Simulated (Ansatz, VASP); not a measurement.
**MgO: VASP beside Ansatz**

File INCAR:

```
  ALGO = Normal
  DIPOL = 0.5 0.5 0.431
  EDIFF = 1E-6
  ENCUT = 520
  GGA = PE
  IDIPOL = 3
  ISIF = 2
  ISMEAR = 0
  LASPH = T
  LCHARG = F
  LDIPOL = T
  LREAL = Auto
  LWAVE = F
  NBANDS = 86
  NELM = 60
  PREC = Accurate
  SIGMA = 0.05
```

Contents of KPOINTS:

```
k-points
0
Gamma
  3 3 1
```

Contents of POSCAR:

```
MgO
1.0
    6.0158464379      0.0000000000      0.0000000000
    0.0000000000      6.0158464379      0.0000000000
    0.0000000000      0.0000000000     25.9506687162
Mg O
16 16
Direct
    0.2500000000      0.2500000000      0.3082772196
    0.2500000000      0.7500000000      0.3082772196
    0.7500000000      0.2500000000      0.3082772196
    0.7500000000      0.7500000000      0.3082772196
    0.5000000000      0.5000000000      0.3902374546
    0.5000000000      0.0000000000      0.3902374546
    0.0000000000      0.5000000000      0.3902374546
    0.0000000000      0.0000000000      0.3902374546
    0.7504466256      0.7499837891      0.4723851836
    0.7504171580      0.2500690670      0.4724147710
    0.2495490025      0.7499887161      0.4723137892
    0.2496304187      0.2500508067      0.4723912420
    0.0009262934     -0.0007348294      0.5536955195
    0.0009740570      0.5008618582      0.5539619443
    0.4992161907     -0.0006726429      0.5527523285
    0.4991472039      0.5007724183      0.5526917651
    0.5000000000      0.5000000000      0.3082772196
    0.5000000000      0.0000000000      0.3082772196
    0.0000000000      0.5000000000      0.3082772196
    0.0000000000      0.0000000000      0.3082772196
    0.7500000000      0.7500000000      0.3902374546
    0.7500000000      0.2500000000      0.3902374546
    0.2500000000      0.7500000000      0.3902374546
    0.2500000000      0.2500000000      0.3902374546
   -0.0003505774      0.0002395669      0.4721886162
   -0.0003393063      0.4998075101      0.4722289417
    0.5003803380      0.0001654482      0.4719623174
    0.5003689085      0.4998767851      0.4719638211
    0.2508751204      0.2499305838      0.5546125471
    0.2504071119      0.7500985213      0.5547593035
    0.7492777006      0.2500000010      0.5561618269
    0.7494808875      0.7501085877      0.5549871947
```

Input for Ansatz:

```yaml
crystal:
  lattice:
    - [6.0158464379, 0.0, 0.0]
    - [0.0, 6.0158464379, 0.0]
    - [0.0, 0.0, 25.9506687162]
  atoms:
    - { symbol: Mg, position: [0.25, 0.25, 0.3082772196] }
    - { symbol: Mg, position: [0.25, 0.75, 0.3082772196] }
    - { symbol: Mg, position: [0.75, 0.25, 0.3082772196] }
    - { symbol: Mg, position: [0.75, 0.75, 0.3082772196] }
    - { symbol: O, position: [0.5, 0.5, 0.3082772196] }
    - { symbol: O, position: [0.5, 0.0, 0.3082772196] }
    - { symbol: O, position: [0.0, 0.5, 0.3082772196] }
    - { symbol: O, position: [0.0, 0.0, 0.3082772196] }
    - { symbol: Mg, position: [0.5, 0.5, 0.3902374546] }
    - { symbol: Mg, position: [0.5, 0.0, 0.3902374546] }
    - { symbol: Mg, position: [0.0, 0.5, 0.3902374546] }
    - { symbol: Mg, position: [0.0, 0.0, 0.3902374546] }
    - { symbol: O, position: [0.75, 0.75, 0.3902374546] }
    - { symbol: O, position: [0.75, 0.25, 0.3902374546] }
    - { symbol: O, position: [0.25, 0.75, 0.3902374546] }
    - { symbol: O, position: [0.25, 0.25, 0.3902374546] }
    - { symbol: Mg, position: [0.7504466256, 0.7499837891, 0.4723851836] }
    - { symbol: Mg, position: [0.750417158, 0.250069067, 0.472414771] }
    - { symbol: Mg, position: [0.2495490025, 0.7499887161, 0.4723137892] }
    - { symbol: Mg, position: [0.2496304187, 0.2500508067, 0.472391242] }
    - { symbol: O, position: [-0.0003505774, 0.0002395669, 0.4721886162] }
    - { symbol: O, position: [-0.0003393063, 0.4998075101, 0.4722289417] }
    - { symbol: O, position: [0.500380338, 0.0001654482, 0.4719623174] }
    - { symbol: O, position: [0.5003689085, 0.4998767851, 0.4719638211] }
    - { symbol: Mg, position: [0.0009262934, -0.0007348294, 0.5536955195] }
    - { symbol: Mg, position: [0.000974057, 0.5008618582, 0.5539619443] }
    - { symbol: Mg, position: [0.4992161907, -0.0006726429, 0.5527523285] }
    - { symbol: Mg, position: [0.4991472039, 0.5007724183, 0.5526917651] }
    - { symbol: O, position: [0.2508751204, 0.2499305838, 0.5546125471] }
    - { symbol: O, position: [0.2504071119, 0.7500985213, 0.5547593035] }
    - { symbol: O, position: [0.7492777006, 0.250000001, 0.5561618269] }
    - { symbol: O, position: [0.7494808875, 0.7501085877, 0.5549871947] }
basis:
  ecutwfc: 420
kpoints:
  mp_grid: { grid: [3, 3, 1] }
hamiltonian:
  xc: pbe
scf:
  occupations: { method: gaussian, width: 0.05 }
output:
  forces: true
  eigenvalues: true
  write_density: true
  volumetric_format: npy
efield:
  axis: 3
  dipole_correction: true
  ramp_width: 0.04
```

Alike in both runs: task single point; functional PBE; k mesh 3 × 3 × 1; occupations gaussian, width 0.05 eV; no spin polarisation.

```csv
,VASP,Ansatz
version,VASP 6.6.1,Ansatz 0.2.0
potentials or method,"VASP PAW PBE potentials, release 64 (Mg, O), cutoff 520 eV","scalar-relativistic, plane waves, PAW"
valence electrons in the cell,128,256
```

Ansatz gave:

| Item | Value |
| --- | --- |
| gap on the k mesh at the Fermi level (eV) | 3.29 |
| least direct gap on the mesh (eV) | 3.29 |
| rms of the force components (eV/Å) | 0.133 |

Q: Estimate VASP's values.

A: gap on the k mesh at the Fermi level (eV): 3.27; least direct gap on the mesh (eV): 3.27; rms of the force components (eV/Å): 0.139.

The functional is the same, so the differences come from potentials, cutoffs and numerics. VASP's potentials hold 128 valence electrons a cell and Ansatz's 256, so a difference there can come from the potentials and not from the codes.
